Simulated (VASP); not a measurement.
# Br (P6_3/mmc) in VASP: single point with LDA

Aim: the single point of Br with LDA.

All numbers are computed with VASP 6.6.1; they aren't measurements. Logs are shortened: lines on timing, memory, paths and dates and some standing lists are left out, and cuts for length are marked.

## (1) The cell of the first run

The structure is hexagonal, space group P6_3/mmc (No. 194). The conventional cell has a = 4.099 Å, b = 4.099 Å, c = 13.900 Å, α = 90.00°, β = 90.00°, γ = 120.00°. Br (site symmetry 3m) has 10 Br at 3.85 to 4.10 Å within 5.1 Å.

## (2) Single point, LDA

The input, INCAR:

```
  ALGO = Normal
  EDIFF = 1E-7
  ENCUT = 520
  ISIF = 2
  ISMEAR = -1
  LASPH = T
  LCHARG = F
  LREAL = F
  LWAVE = F
  NBANDS = 22
  NELM = 100
  PREC = Accurate
  SIGMA = 0.1
```

The input, KPOINTS:

```
k-points
0
Gamma
  7 7 2
```

The input, POSCAR:

```
Br
1.0
    4.0988000000      0.0000000000      0.0000000000
   -2.0494000000      3.5496649300      0.0000000000
    0.0000000000      0.0000000000     13.9000000000
Br
4
Direct
    0.3333333333      0.6666666667      0.3907000000
    0.6666666667      0.3333333333      0.8907000000
    0.3333333333      0.6666666667      0.1093000000
    0.6666666667      0.3333333333      0.6093000000
```

Potentials or basis: VASP PAW LDA potentials, release 64 (Br).

The run is started by

```bash
> cat potpaw_LDA.64/Br/POTCAR > POTCAR
> mpirun -np 1 vasp_std > vasp.out
```

OUTCAR:

```text
EDIFF = 1E-7
   ENCUT = 520
   ISIF = 2
   ISMEAR = -1
   LASPH = T
   LREAL = F
   NELM = 100
   PREC = Accurate

 ion  position               nearest neighbor table
   1  0.333  0.667  0.391-
   2  0.667  0.333  0.891-
   3  0.333  0.667  0.109-
   4  0.667  0.333  0.609-

  LATTYP: Found a hexagonal cell.
 ALAT       =     4.0988000000
 C/A-ratio  =     3.3912364595

  Lattice vectors:

 A1 = (   4.0988000000,   0.0000000000,   0.0000000000)
 A2 = (  -2.0494000000,   3.5496649300,   0.0000000000)
 A3 = (   0.0000000000,   0.0000000000,  13.9000000000)

Analysis of symmetry for initial positions (statically):
=====================================================================
 Subroutine PRICEL returns:
 Original cell was already a primitive cell.

 Routine SETGRP: Setting up the symmetry group for a
 hexagonal supercell.

 Subroutine GETGRP returns: Found 24 space group operations
 (whereof 12 operations were pure point group operations)
 out of a pool of 24 trial point group operations.

The static configuration has the point symmetry D_3d.
 The point group associated with its full space group is D_6h.

Analysis of symmetry for dynamics (positions and initial velocities):
=====================================================================
 Subroutine PRICEL returns:
 Original cell was already a primitive cell.

 Routine SETGRP: Setting up the symmetry group for a
 hexagonal supercell.

 Subroutine GETGRP returns: Found 24 space group operations
 (whereof 12 operations were pure point group operations)
 out of a pool of 24 trial point group operations.

The dynamic configuration has the point symmetry D_3d.
 The point group associated with its full space group is D_6h.

 Subroutine INISYM returns: Found 24 space group operations
 (whereof 12 operations are pure point group operations),
 and found     1 'primitive' translations

----------------------------------------------------------------------------------------

                                     Primitive cell

  volume of cell :     202.2362

  direct lattice vectors                    reciprocal lattice vectors
     4.098800000  0.000000000  0.000000000     0.243973846  0.140858365  0.000000000
    -2.049400000  3.549664930  0.000000000     0.000000000  0.281716731  0.000000000
     0.000000000  0.000000000 13.900000000     0.000000000  0.000000000  0.071942446

  length of vectors
     4.098800000  4.098800004 13.900000000     0.281716731  0.281716731  0.071942446

  position of ions in fractional coordinates (direct lattice)
     0.333333333  0.666666667  0.390700000
     0.666666667  0.333333333  0.890700000
     0.333333333  0.666666667  0.109300000
     0.666666667  0.333333333  0.609300000

  ion indices of the primitive-cell ions
   primitive index   ion index
                 1           1
                 2           2
                 3           3
                 4           4

----------------------------------------------------------------------------------------

 KPOINTS: k-points

Automatic generation of k-mesh.
 Grid dimensions read from file:
 generate k-points for:    7    7    2

 Generating k-lattice:

  Cartesian coordinates                     Fractional coordinates (reciprocal lattice)
     0.034853407  0.020122624  0.000000000     0.142857143 -0.000000000  0.000000000
     0.000000000  0.040245247  0.000000000     0.000000000  0.142857143  0.000000000
     0.000000000  0.000000000  0.035971223     0.000000000  0.000000000  0.500000000

  Length of vectors
     0.040245247  0.040245247  0.035971223

  Shift w.r.t. Gamma in fractional coordinates (k-lattice)
     0.000000000  0.000000000  0.000000000

 Subroutine IBZKPT returns following result:
 ===========================================

 Found     16 irreducible k-points:

 Following reciprocal coordinates:
            Coordinates               Weight
  0.000000  0.000000  0.000000      1.000000
  0.142857  0.000000  0.000000      6.000000
  0.285714  0.000000  0.000000      6.000000
  0.428571 -0.000000  0.000000      6.000000
  0.142857  0.142857  0.000000      6.000000
  0.285714  0.142857  0.000000     12.000000
[... 8 lines left out ...]
  0.428571  0.142857  0.500000      6.000000
  0.285714  0.285714  0.500000      6.000000
   k-points           NKPTS =     16   k-points in BZ     NKDIM =     16   number of bands    NBANDS=     22
   number of dos      NEDOS =    301   number of ions     NIONS =      4
   total plane-waves  NPLWV =  97200
   dimension x,y,z NGX =    30 NGY =   30 NGZ =  108
   dimension x,y,z NGXF=    60 NGYF=   60 NGZF=  216
   ions per type =               4
   NGX,Y,Z   is equivalent  to a cutoff of  12.17, 12.17, 12.92 a.u.
   NGXF,Y,Z  is equivalent  to a cutoff of  24.34, 24.34, 25.83 a.u.
 SYSTEM =  unknown system
   PREC   = accura    normal or accurate (medium, high low for compatibility)
   ISTART =      0    job   : 0-new  1-cont  2-samecut
   ICHARG =      2    charge: 1-file 2-atom 10-const
   ISPIN  =      1    spin polarized calculation?
   LNONCOLLINEAR =      F non collinear calculations
   LSORBIT =      F    spin-orbit coupling
   LASPH  =      T    aspherical Exc in radial PAW
   ENCUT  =  520.0 eV  38.22 Ry    6.18 a.u.   7.62  7.62 25.84*2*pi/ulx,y,z
   NELM   =    100;   NELMIN=  2; NELMDL= -5     # of ELM steps
   EDIFF  = 0.1E-06   stopping-criterion for ELM
   LREAL  =      F    real-space projection
   EDIFFG = 0.1E-05   stopping-criterion for IOM
   NSW    =      0    number of steps for IOM
   IBRION =     -1    ionic relax: 0-MD 1-quasi-New 2-CG
   NFREE  =      0    steps in history (QN), initial steepest desc. (CG)
   ISIF   =      2    stress and relaxation
   ISYM   =      2    0-nonsym 1-usesym 2-fastsym
   POTIM  = 0.5000    time-step for ionic-motion
   TEBEG  =    0.0;   TEEND  =   0.0 temperature during run
   PSTRESS=    0.0 pullay stress
   NELECT =      28.0000    total number of electrons
   NUPDOWN=      -1.0000    fix difference up-down
   EMIN   =  10.00;   EMAX   =-10.00  energy-range for DOS
   EFERMI =   0.00;   METHOD = LEGACY
   ISMEAR =    -1;   SIGMA  =   0.10  broadening in eV -4-tet -1-fermi 0-gaus
   EFERMI_NEDOS =   21; number of points for ismear=-14 and -15
   IALGO  =     38    algorithm
   IMIX   =      4    mixing-type and parameters
     AMIX     =   0.40;   BMIX     =  1.00
     AMIX_MAG =   1.60;   BMIX_MAG =  1.00
  volume/ion in A,a.u.               =      50.56       341.19
  Fermi-wavevector in a.u.,A,eV,Ry     =   0.846918  1.600442  9.759045  0.717270
  Thomas-Fermi vector in A             =   1.962341
   LORBIT       =      0    0 simple, 1 ext, 2 COOP (PROOUT), +10 PAW based schemes
   GGA     = CA    functional components
   LHFCALC =     F    Hartree Fock is set to
   AEXX    =    0.0000 exact exchange contribution
   IVDW    =     0    specifies the selected vdW correction
   LEPSILON=     F    determine dielectric tensor
   LRPA    =     F    only Hartree local field effects (RPA)
 non-spin polarized calculation
  energy-cutoff  :      520.00
  volume of cell :      202.24
 maximum number of plane-waves:      5500
   NGX = 15   NGY = 15   NGZ = 51

 number of electron      27.9999990 magnetization

 Free energy of the ion-electron system (eV)
  ---------------------------------------------------
  ext. energy  EPLUGINS =         0.00000000
  ---------------------------------------------------
  free energy    TOTEN  =        -3.52888601 eV

  energy without entropy =       -3.00267452  energy(sigma->0) =       -3.26578026

 E-fermi :  -3.3547     XC(G=0):  -6.9259

 val. band max:       -3.3619576675   @ k =   0.2857   0.0000   0.5000
 cond. band min:      -3.3531937814   @ k =   0.2857   0.1429   0.5000
 fundamental gap:      0.0087638861
 Fermi energy:        -3.3546943708

 k-point     1 :       0.0000    0.0000    0.0000
  band No.  band energies     occupation
      1     -16.5028      2.00000
      2     -16.4376      2.00000
      3     -16.2848      2.00000
      4     -16.2129      2.00000
      5      -5.0854      2.00000
      6      -4.4568      1.99997
[... 14 lines left out ...]
     21       6.0675      0.00000
     22       6.8808      0.00000

 k-point     2 :       0.1429    0.0000    0.0000
  band No.  band energies     occupation
      1     -16.4634      2.00000
      2     -16.3989      2.00000
      3     -16.2633      2.00000
      4     -16.1927      2.00000
      5      -5.0033      2.00000
      6      -4.4129      1.99995
[... 14 lines left out ...]
     21       6.1099      0.00000
     22       6.4794      0.00000

 k-point     3 :       0.2857    0.0000    0.0000
  band No.  band energies     occupation
      1     -16.3682      2.00000
      2     -16.3053      2.00000
      3     -16.2185      2.00000
      4     -16.1513      2.00000
      5      -4.8394      2.00000
      6      -4.5235      1.99998
[... 14 lines left out ...]
     21       5.9659      0.00000
     22       6.0456      0.00000

 k-point     4 :       0.4286   -0.0000    0.0000
  band No.  band energies     occupation
      1     -16.2784      2.00000
      2     -16.2166      2.00000
      3     -16.1929      2.00000
      4     -16.1287      2.00000
      5      -4.9412      2.00000
      6      -4.8307      2.00000
[... 14 lines left out ...]
     21       5.4732      0.00000
     22       5.8469      0.00000

 k-point     5 :       0.1429    0.1429    0.0000
  band No.  band energies     occupation
      1     -16.3959      2.00000
      2     -16.3325      2.00000
      3     -16.2302      2.00000
      4     -16.1620      2.00000
      5      -4.8741      2.00000
      6      -4.3991      1.99994
[... 14 lines left out ...]
     21       6.1625      0.00000
     22       6.3160      0.00000

 k-point     6 :       0.2857    0.1429    0.0000
  band No.  band energies     occupation
      1     -16.3010      2.00000
      2     -16.2390      2.00000
      3     -16.1964      2.00000
      4     -16.1315      2.00000
      5      -4.8086      2.00000
      6      -4.6839      2.00000
[... 14 lines left out ...]
     21       5.9736      0.00000
     22       6.4140      0.00000

 k-point     7 :       0.4286    0.1429    0.0000
  band No.  band energies     occupation
      1     -16.2482      2.00000
      2     -16.1909      2.00000
      3     -16.1865      2.00000
      4     -16.1277      2.00000
      5      -4.9125      2.00000
      6      -4.7957      2.00000
[... 14 lines left out ...]
     21       5.6120      0.00000
     22       6.3045      0.00000

 k-point     8 :       0.2857    0.2857    0.0000
  band No.  band energies     occupation
      1     -16.2329      2.00000
      2     -16.1919      2.00000
      3     -16.1713      2.00000
      4     -16.1292      2.00000
      5      -4.7520      2.00000
      6      -4.6632      2.00000
[... 14 lines left out ...]
     21       6.0514      0.00000
     22       6.1451      0.00000

 k-point     9 :       0.0000    0.0000    0.5000
  band No.  band energies     occupation
      1     -16.4753      2.00000
      2     -16.4753      2.00000
      3     -16.2437      2.00000
      4     -16.2437      2.00000
      5      -4.8706      2.00000
      6      -4.8706      2.00000
[... 14 lines left out ...]
     21       6.4619      0.00000
     22       6.4619      0.00000

 k-point    10 :       0.1429    0.0000    0.5000
  band No.  band energies     occupation
      1     -16.4366      2.00000
      2     -16.4366      2.00000
      3     -16.2226      2.00000
      4     -16.2226      2.00000
      5      -4.8033      2.00000
      6      -4.8033      2.00000
[... 14 lines left out ...]
     21       6.3605      0.00000
     22       6.3605      0.00000

 k-point    11 :       0.2857    0.0000    0.5000
  band No.  band energies     occupation
      1     -16.3434      2.00000
      2     -16.3434      2.00000
      3     -16.1783      2.00000
      4     -16.1783      2.00000
      5      -4.6979      2.00000
      6      -4.6979      2.00000
[... 14 lines left out ...]
     21       6.1063      0.00000
     22       6.1063      0.00000

 k-point    12 :       0.4286   -0.0000    0.5000
  band No.  band energies     occupation
      1     -16.2577      2.00000
      2     -16.2577      2.00000
      3     -16.1506      2.00000
      4     -16.1506      2.00000
      5      -4.8669      2.00000
      6      -4.8669      2.00000
[... 14 lines left out ...]
     21       5.7208      0.00000
     22       5.7208      0.00000

 k-point    13 :       0.1429    0.1429    0.5000
  band No.  band energies     occupation
      1     -16.3704      2.00000
      2     -16.3704      2.00000
      3     -16.1899      2.00000
      4     -16.1899      2.00000
      5      -4.7096      2.00000
      6      -4.7096      2.00000
[... 14 lines left out ...]
     21       6.3752      0.00000
     22       6.3752      0.00000

 k-point    14 :       0.2857    0.1429    0.5000
  band No.  band energies     occupation
      1     -16.2788      2.00000
      2     -16.2788      2.00000
      3     -16.1552      2.00000
      4     -16.1552      2.00000
      5      -4.7132      2.00000
      6      -4.7132      2.00000
[... 14 lines left out ...]
     21       6.2041      0.00000
     22       6.2041      0.00000

 k-point    15 :       0.4286    0.1429    0.5000
  band No.  band energies     occupation
      1     -16.2310      2.00000
      2     -16.2310      2.00000
      3     -16.1457      2.00000
      4     -16.1457      2.00000
      5      -4.8397      2.00000
      6      -4.8397      2.00000
[... 14 lines left out ...]
     21       6.0168      0.00000
     22       6.0168      0.00000

 k-point    16 :       0.2857    0.2857    0.5000
  band No.  band energies     occupation
      1     -16.2187      2.00000
      2     -16.2187      2.00000
      3     -16.1440      2.00000
      4     -16.1440      2.00000
      5      -4.6695      2.00000
      6      -4.6695      2.00000
[... 14 lines left out ...]
     21       6.0788      0.00000
     22       6.0788      0.00000

------------------------ aborting loop because EDIFF is reached ----------------------------------------

  FORCE on cell =-STRESS in cart. coord.  units (eV):
  Direction    XX          YY          ZZ          XY          YZ          ZX
  --------------------------------------------------------------------------------------
  -------------------------------------------------------------------------------------
  Total       -4.2712027     -4.2712027     -6.1771799      0.0000000      0.0000000      0.0000000
  in kB      -33.8377814    -33.8377815    -48.9375184      0.0000000      0.0000000      0.0000000
  external PRESSURE =     -38.8710271 kB  Pullay stress =       0.0000000 kB

 VOLUME and BASIS-vectors are now :
 -----------------------------------------------------------------------------
  energy-cutoff  :      520.00
  volume of cell :      202.24
      direct lattice vectors                 reciprocal lattice vectors
     4.098800000  0.000000000  0.000000000     0.243973846  0.140858365  0.000000000
    -2.049400000  3.549664930  0.000000000     0.000000000  0.281716731  0.000000000
     0.000000000  0.000000000 13.900000000     0.000000000  0.000000000  0.071942446

 POSITION                                       TOTAL-FORCE (eV/Angst)
 -----------------------------------------------------------------------------------
     -0.00000      2.36644      5.43073         0.000000      0.000000      0.199071
      2.04940      1.18322     12.38073        -0.000000      0.000000      0.199071
     -0.00000      2.36644      1.51927         0.000000     -0.000000     -0.199071
      2.04940      1.18322      8.46927        -0.000000     -0.000000     -0.199071
 -----------------------------------------------------------------------------------
    total drift:                               -0.000000      0.000000      0.000000

  FREE ENERGIE OF THE ION-ELECTRON SYSTEM (eV)
  ---------------------------------------------------
  free  energy   TOTEN  =        -3.5288860097 eV

  energy  without entropy=       -3.0026745171  energy(sigma->0) =       -3.26578026
```

Run time: 36 s. Hardware: 1 thread of Intel Xeon Platinum 8488C (Sapphire Rapids), shared host; peak memory 0.23 GiB.

Results:

| Property | Result |
| --- | --- |
| Free energy | -3.5289 eV |
| Pressure | -3.9 GPa |
| Largest force | 0.199 eV/Å |
| Band gap on the k mesh | zero (band 14 reaches -3.15 eV, above the bottom of band 15 at -3.45 eV) |

Forces in eV/Å, atoms in the order of the input:
```
Br   0.000  0.000  0.199
Br   0.000  0.000  0.199
Br   0.000  0.000 -0.199
Br   0.000  0.000 -0.199
```

Stress tensor (GPa, compression positive):
```
-3.38  0.00  0.00
 0.00 -3.38  0.00
 0.00  0.00 -4.89
```
